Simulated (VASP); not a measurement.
# HfO2 (Fm-3m) in VASP: further runs, part 3 of 3

VASP 6.6.1.

**5. Relaxation of cell and atoms, PBEsol**

INCAR reads:

```
SYSTEM = HfO2
PREC = Accurate
ENCUT = 600
EDIFF = 1E-7
ISMEAR = 0
SIGMA = 0.02
LREAL = .False.
LASPH = .True.
NELM = 100
ALGO = Normal
ISIF = 3
LWAVE = .False.
LCHARG = .False.
GGA = PS
IBRION = 2
NSW = 100
EDIFFG = -0.005
```

KPOINTS reads:

```
regular mesh
0
Gamma
  8 8 8
  0 0 0
```

POSCAR reads:

```
HfO2
1.0
    0.0000000000      2.5234995086      2.5234995086
    2.5234995086      0.0000000000      2.5234995086
    2.5234995086      2.5234995086      0.0000000000
Hf O
1 2
Direct
    0.0000000000      0.0000000000      0.0000000000
    0.2500000000      0.2500000000      0.2500000000
    0.7500000000      0.7500000000      0.7500000000
```

Potentials or basis: VASP PAW PBE potentials, release 64 (Hf_pv, O).

Launch:

```bash
> cat potpaw_PBE.64/Hf_pv/POTCAR potpaw_PBE.64/O/POTCAR > POTCAR
> mpirun -np 1 vasp_std > vasp.out
```

OUTCAR:

```text
SYSTEM = HfO2
   PREC = Accurate
   ENCUT = 600
   EDIFF = 1E-7
   ISMEAR = 0
   LREAL = .False.
   LASPH = .True.
   NELM = 100
   ISIF = 3
   GGA = PS
   IBRION = 2
   NSW = 100
   EDIFFG = -0.005

 ion  position               nearest neighbor table
   1  0.000  0.000  0.000-   3 2.19   3 2.19   3 2.19   2 2.19   2 2.19   2 2.19   3 2.19   2 2.19

   2  0.250  0.250  0.250-   1 2.19   1 2.19   1 2.19   1 2.19
   3  0.750  0.750  0.750-   1 2.19   1 2.19   1 2.19   1 2.19

  LATTYP: Found a face centered cubic cell.
 ALAT       =     5.0469990172

  Lattice vectors:

 A1 = (   0.0000000000,   2.5234995086,   2.5234995086)
 A2 = (   2.5234995086,   0.0000000000,   2.5234995086)
 A3 = (   2.5234995086,   2.5234995086,   0.0000000000)

Analysis of symmetry for initial positions (statically):
=====================================================================
 Subroutine PRICEL returns:
 Original cell was already a primitive cell.

 Routine SETGRP: Setting up the symmetry group for a
 face centered cubic supercell.

 Subroutine GETGRP returns: Found 48 space group operations
 (whereof 48 operations were pure point group operations)
 out of a pool of 48 trial point group operations.

The static configuration has the point symmetry O_h .

Analysis of symmetry for dynamics (positions and initial velocities):
=====================================================================
 Subroutine PRICEL returns:
 Original cell was already a primitive cell.

 Routine SETGRP: Setting up the symmetry group for a
 face centered cubic supercell.

 Subroutine GETGRP returns: Found 48 space group operations
 (whereof 48 operations were pure point group operations)
 out of a pool of 48 trial point group operations.

The dynamic configuration has the point symmetry O_h .

 Subroutine INISYM returns: Found 48 space group operations
 (whereof 48 operations are pure point group operations),
 and found     1 'primitive' translations

[... 142 lines left out ...]
  ext. energy  EPLUGINS =         0.00000000
  ---------------------------------------------------
  free energy    TOTEN  =       -31.63576027 eV

  energy without entropy =      -31.63576027  energy(sigma->0) =      -31.63576027

------------------------ aborting loop because EDIFF is reached ----------------------------------------

  FORCE on cell =-STRESS in cart. coord.  units (eV):
  Direction    XX          YY          ZZ          XY          YZ          ZX
  --------------------------------------------------------------------------------------
  -------------------------------------------------------------------------------------
  Total       -0.8862800     -0.8862800     -0.8862800      0.0000000      0.0000000     -0.0000000
  in kB      -44.1816424    -44.1816424    -44.1816424      0.0000000      0.0000000     -0.0000000
  external PRESSURE =     -44.1816424 kB  Pullay stress =       0.0000000 kB
[... 61 lines left out ...]
--------------------------------------- Ionic step        3  -------------------------------------------

 number of electron      22.0000001 magnetization

 Free energy of the ion-electron system (eV)
  ---------------------------------------------------
  ext. energy  EPLUGINS =         0.00000000
  ---------------------------------------------------
  free energy    TOTEN  =       -31.64329166 eV

  energy without entropy =      -31.64329166  energy(sigma->0) =      -31.64329166

 E-fermi :   4.5531     XC(G=0): -12.2677

 val. band max:        4.3931890735   @ k =   0.5000   0.5000   0.0000
 cond. band min:       8.1437414600   @ k =   0.5000   0.5000   0.0000
 fundamental gap:      3.7505523865
 Fermi energy:         4.5530513593

 k-point     1 :       0.0000    0.0000    0.0000
  band No.  band energies     occupation
      1     -25.0946      2.00000
      2     -25.0946      2.00000
      3     -25.0946      2.00000
      4     -14.4878      2.00000
      5     -11.2325      2.00000
      6      -1.1990      2.00000
      7      -1.1990      2.00000
      8      -1.1990      2.00000
      9       3.7618      2.00000
     10       3.7618      2.00000
     11       3.7618      2.00000
     12       8.2427      0.00000
     13       8.2427      0.00000
     14      10.2828      0.00000
[... 401 lines left out ...]
      2     -25.2992      2.00000
      3     -25.1852      2.00000
      4     -12.7790      2.00000
      5     -12.1513      2.00000
      6      -0.6593      2.00000
      7      -0.2584      2.00000
      8       0.7147      2.00000
      9       2.0935      2.00000
     10       2.9783      2.00000
     11       3.1059      2.00000
     12       9.0067      0.00000
     13       9.4540      0.00000
     14      11.6356      0.00000
     15      12.7113      0.00000

 [... further k-points ...]

------------------------ aborting loop because EDIFF is reached ----------------------------------------

  FORCE on cell =-STRESS in cart. coord.  units (eV):
  Direction    XX          YY          ZZ          XY          YZ          ZX
  --------------------------------------------------------------------------------------
  -------------------------------------------------------------------------------------
  Total       -0.0051923     -0.0051923     -0.0051923     -0.0000000      0.0000000      0.0000000
  in kB       -0.2632140     -0.2632140     -0.2632140     -0.0000000      0.0000000      0.0000000
  external PRESSURE =      -0.2632140 kB  Pullay stress =       0.0000000 kB
[... 18 lines left out ...]
  FREE ENERGIE OF THE ION-ELECTRON SYSTEM (eV)
  ---------------------------------------------------
  free  energy   TOTEN  =       -31.6432916560 eV

  energy  without entropy=      -31.6432916560  energy(sigma->0) =      -31.64329166

 reached required accuracy - stopping structural energy minimisation
```

OSZICAR:

```text
N       E                     dE             d eps       ncg     rms          rms(c)
DAV:   1     0.111390462035E+03    0.11139E+03   -0.14208E+04   870   0.163E+03
DAV:   2    -0.326723633814E+02   -0.14406E+03   -0.13941E+03  1136   0.344E+02
DAV:   3    -0.368457929201E+02   -0.41734E+01   -0.41699E+01  1150   0.568E+01
[... 28 lines left out ...]
DAV:   5    -0.316433062818E+02    0.25197E-04   -0.18189E-04  1017   0.114E-01    0.374E-01
DAV:   6    -0.316432924602E+02    0.13822E-04   -0.61196E-05  1122   0.499E-02    0.487E-02
DAV:   7    -0.316432919593E+02    0.50087E-06   -0.70293E-06   961   0.180E-02    0.138E-02
DAV:   8    -0.316432917035E+02    0.25580E-06   -0.57033E-07   982   0.666E-03    0.375E-03
DAV:   9    -0.316432916560E+02    0.47561E-07   -0.40261E-08   449   0.187E-03
   3 F= -.31643292E+02 E0= -.31643292E+02  d E =-.753139E-02
```

CONTCAR:

```text
HfO2
   1.00000000000000
     0.0000000000000000    2.5094385230284040    2.5094385230284040
     2.5094385230284040    0.0000000000000000    2.5094385230284040
     2.5094385230284040    2.5094385230284040    0.0000000000000000
  Hf              O
     1     2
Direct
     0.0000000000000000    0.0000000000000000    0.0000000000000000
     0.2500000000000000    0.2500000000000000    0.2500000000000000
     0.7500000000000000    0.7500000000000000    0.7500000000000000

  0.00000000E+00  0.00000000E+00  0.00000000E+00
  0.00000000E+00  0.00000000E+00  0.00000000E+00
  0.00000000E+00  0.00000000E+00  0.00000000E+00
```

It took 23 s on 1 thread of Intel Xeon 6975P-C (Granite Rapids), shared host; peak memory 0.18 GiB.

What came out:

- Free energy: -31.6433 eV
- Relaxed volume: 10.54 Å³/atom
- Relaxed cell: a = 3.549 Å, b = 3.549 Å, c = 3.549 Å, α = 60.00°, β = 60.00°, γ = 60.00°
- Space group after relaxing (to 0.05 Å): Fm-3m (No. 225)
- Energy gained by relaxing: 2.5 meV/atom
- Ionic steps: 3
- Pressure after relaxing: 0.0 GPa
- Band gap on the k mesh: 3.75 eV, direct

The path:
```tsv
step	energy change (eV)	largest force (eV/Å)	pressure (GPa)	volume (Å³)
1	0.0000	0.0000	-4.42	32.14
2	0.0112	0.0000	7.54	30.78
3	-0.0075	0.0000	-0.03	31.61
```

Final structure:
```cif
data_structure
_symmetry_space_group_name_H-M 'P 1'
_symmetry_Int_Tables_number 1
_cell_length_a 3.5489
_cell_length_b 3.5489
_cell_length_c 3.5489
_cell_angle_alpha 60.000
_cell_angle_beta 60.000
_cell_angle_gamma 60.000
_cell_volume 31.61
loop_
_atom_site_label
_atom_site_type_symbol
_atom_site_fract_x
_atom_site_fract_y
_atom_site_fract_z
_atom_site_occupancy
Hf1 Hf 0.00000 0.00000 0.00000 1
O1 O 0.25000 0.25000 0.25000 1
O2 O 0.75000 0.75000 0.75000 1
```

Caveat: the PAW data sets were made with another functional, which shifts forces and pressure a little; spin-orbit coupling is left out, which moves the levels of the heavy elements.

**6. Single point, PBEsol**

This run uses another cell than the first one, of 9.87 Å³/atom, 0.921 times its volume.

INCAR reads:

```
SYSTEM = HfO2
PREC = Accurate ; ENCUT = 520
EDIFF = 1E-6 ; ISMEAR = 0
SIGMA = 0.01 ; LREAL = .False.
LASPH = .True. ; NELM = 100
ALGO = Normal ; ISIF = 2
LWAVE = .False. ; LCHARG = .False.
GGA = PS ; NBANDS = 18
```

KPOINTS is that of step 5.

POSCAR reads:

```
HfO2
1.0
    0.0000000000      2.4556082625      2.4556082625
    2.4556082625      0.0000000000      2.4556082625
    2.4556082625      2.4556082625      0.0000000000
Hf O
1 2
Direct
    0.0000000000      0.0000000000      0.0000000000
    0.2500000000      0.2500000000      0.2500000000
    0.7500000000      0.7500000000      0.7500000000
```

Potentials or basis: VASP PAW PBE potentials, release 64 (Hf_pv, O).

Launch:

```bash
> cat potpaw_PBE.64/Hf_pv/POTCAR potpaw_PBE.64/O/POTCAR > POTCAR
> mpirun -np 1 vasp_std > vasp.out
```

OUTCAR:

```text
SYSTEM = HfO2
   PREC = Accurate
   ENCUT = 520
   EDIFF = 1E-6
   ISMEAR = 0
   LREAL = .False.
   LASPH = .True.
   NELM = 100
   ISIF = 2
   GGA = PS

 ion  position               nearest neighbor table
   1  0.000  0.000  0.000-   3 2.13   3 2.13   3 2.13   2 2.13   3 2.13   2 2.13   2 2.13   2 2.13

   2  0.250  0.250  0.250-   1 2.13   1 2.13   1 2.13   1 2.13
   3  0.750  0.750  0.750-   1 2.13   1 2.13   1 2.13   1 2.13

  LATTYP: Found a face centered cubic cell.
 ALAT       =     4.9112165250

[... 697 lines left out ...]

  FORCE on cell =-STRESS in cart. coord.  units (eV):
  Direction    XX          YY          ZZ          XY          YZ          ZX
  --------------------------------------------------------------------------------------
  -------------------------------------------------------------------------------------
  Total        3.8142588      3.8142588      3.8142588      0.0000000      0.0000000     -0.0000000
  in kB      206.3542829    206.3542829    206.3542829      0.0000000      0.0000000     -0.0000000
  external PRESSURE =     206.3542829 kB  Pullay stress =       0.0000000 kB

 VOLUME and BASIS-vectors are now :
 -----------------------------------------------------------------------------
  energy-cutoff  :      520.00
  volume of cell :       29.61
      direct lattice vectors                 reciprocal lattice vectors
     0.000000000  2.455608263  2.455608263    -0.203615539  0.203615539  0.203615539
     2.455608263  0.000000000  2.455608263     0.203615539 -0.203615539  0.203615539
     2.455608263  2.455608263  0.000000000     0.203615539  0.203615539 -0.203615539

 POSITION                                       TOTAL-FORCE (eV/Angst)
 -----------------------------------------------------------------------------------
      0.00000      0.00000      0.00000        -0.000000     -0.000000     -0.000000
      1.22780      1.22780      1.22780         0.000000      0.000000      0.000000
      3.68341      3.68341      3.68341         0.000000     -0.000000     -0.000000
 -----------------------------------------------------------------------------------
    total drift:                                0.000000      0.000000      0.000000

  FREE ENERGIE OF THE ION-ELECTRON SYSTEM (eV)
  ---------------------------------------------------
  free  energy   TOTEN  =       -31.5112250215 eV

  energy  without entropy=      -31.5112250215  energy(sigma->0) =      -31.51122502
```

OSZICAR:

```text
N       E                     dE             d eps       ncg     rms          rms(c)
DAV:   1     0.914536179141E+02    0.91454E+02   -0.12666E+04  1044   0.122E+03
DAV:   2    -0.325961119606E+02   -0.12405E+03   -0.11951E+03  1302   0.289E+02
DAV:   3    -0.366263097538E+02   -0.40302E+01   -0.40136E+01  1212   0.463E+01
DAV:   4    -0.366499341106E+02   -0.23624E-01   -0.23615E-01  1286   0.375E+00
DAV:   5    -0.366500613690E+02   -0.12726E-03   -0.12725E-03  1186   0.267E-01    0.603E+01
DAV:   6    -0.316374777029E+02    0.50126E+01   -0.16833E+01  1080   0.312E+01    0.489E+01
DAV:   7    -0.315440542288E+02    0.93423E-01   -0.59610E-01  1208   0.647E+00    0.301E+01
DAV:   8    -0.315216912740E+02    0.22363E-01   -0.13768E-01  1190   0.348E+00    0.692E+00
DAV:   9    -0.315115244924E+02    0.10167E-01   -0.39204E-02  1168   0.156E+00    0.255E+00
DAV:  10    -0.315112036222E+02    0.32087E-03   -0.26274E-03  1136   0.398E-01    0.173E-01
DAV:  11    -0.315112253394E+02   -0.21717E-04   -0.11587E-04  1190   0.962E-02    0.162E-01
DAV:  12    -0.315112246516E+02    0.68775E-06   -0.13486E-05  1162   0.271E-02    0.105E-02
DAV:  13    -0.315112250215E+02   -0.36988E-06   -0.64522E-07   888   0.689E-03
   1 F= -.31511225E+02 E0= -.31511225E+02  d E =-.537639-110
```

stdout:

```text
POSCAR found type information on POSCAR HfO
 POSCAR found :  2 types and       3 ions
 scaLAPACK will be used
 -----------------------------------------------------------------------------
|                                                                             |
|                                                                             |
|     You enforced a specific xc type in the INCAR file but a different       |
|     I HOPE YOU KNOW WHAT YOU ARE DOING!                                     |
|                                                                             |
 -----------------------------------------------------------------------------

 LDA part: xc-table for (Slater+PW92), standard interpolation
 POSCAR, INCAR and KPOINTS ok, starting setup
 FFT: planning ... GRIDC
 FFT: planning ... GRID_SOFT
 FFT: planning ... GRID
 WAVECAR not read
 entering main loop
```

It took 11 s on 1 thread of Intel Xeon 6975P-C (Granite Rapids), shared host; peak memory 0.16 GiB.

What came out:

```yaml
Free_energy: -31.5112 eV
Pressure: 20.6 GPa
Band_gap_on_the_k_mesh: 3.91 eV, direct
```

Levels at points of the mesh, in eV from the valence-band top:
| k point | band 8 | band 9 | band 10 | band 11 | band 12 | band 13 | band 14 | band 15 |
| --- | --- | --- | --- | --- | --- | --- | --- | --- |
| (0.00, 0.00, 0.00) | -6.02 | -0.67 | -0.67 | -0.67 | 3.98 | 3.98 | 6.41 | 11.67 |
| (0.50, 0.00, 0.00) | -3.23 | -2.99 | -1.96 | -1.96 | 4.86 | 4.86 | 7.89 | 9.14 |
| (0.50, 0.50, 0.00) | -3.71 | -1.72 | -1.72 | 0.00 | 3.91 | 5.94 | 7.51 | 9.00 |

Caveat: the PAW data sets were made with another functional, which shifts forces and pressure a little; spin-orbit coupling is left out, which moves the levels of the heavy elements. A k mesh can miss the band edges.

**7. Overview**

| task | cell | k mesh | cutoff (eV) | smearing | gap on the mesh (eV) | pressure (GPa) | relaxed volume (Å³/atom) |
| --- | --- | --- | --- | --- | --- | --- | --- |
| single point | a = 3.569 Å, angles 60.0°, 3 atoms | 6 × 6 × 6 | 520 | gaussian 0.1 eV | 3.71 | -4.2 | - |
| single point | a = 3.567 Å, angles 60.0°, 3 atoms | 8 × 8 × 8 | 520 | gaussian 0.02 eV | 3.71 | -3.7 | - |
| relaxation of cell and atoms | relaxed from a = 3.617 Å, angles 60.0°, 3 atoms | 6 × 6 × 6 | 600 | gaussian 0.1 eV | 3.75 | -0.3 | 10.55 |
| relaxation of cell and atoms | relaxed from a = 3.569 Å, angles 60.0°, 3 atoms | 8 × 8 × 8 | 600 | gaussian 0.02 eV | 3.75 | 0.0 | 10.54 |
| single point | a = 3.473 Å, angles 60.0°, 3 atoms | 8 × 8 × 8 | 520 | gaussian 0.01 eV | 3.91 | 20.6 | - |

Alike in all rows: level PBEsol; potentials or basis VASP PAW PBE potentials, release 64 (Hf_pv, O); no spin polarisation.

Caveats: the PAW data sets were made with another functional, which shifts forces and pressure a little; spin-orbit coupling is left out, which moves the levels of the heavy elements.

Absolute energies hang on the potentials; compare differences alone.
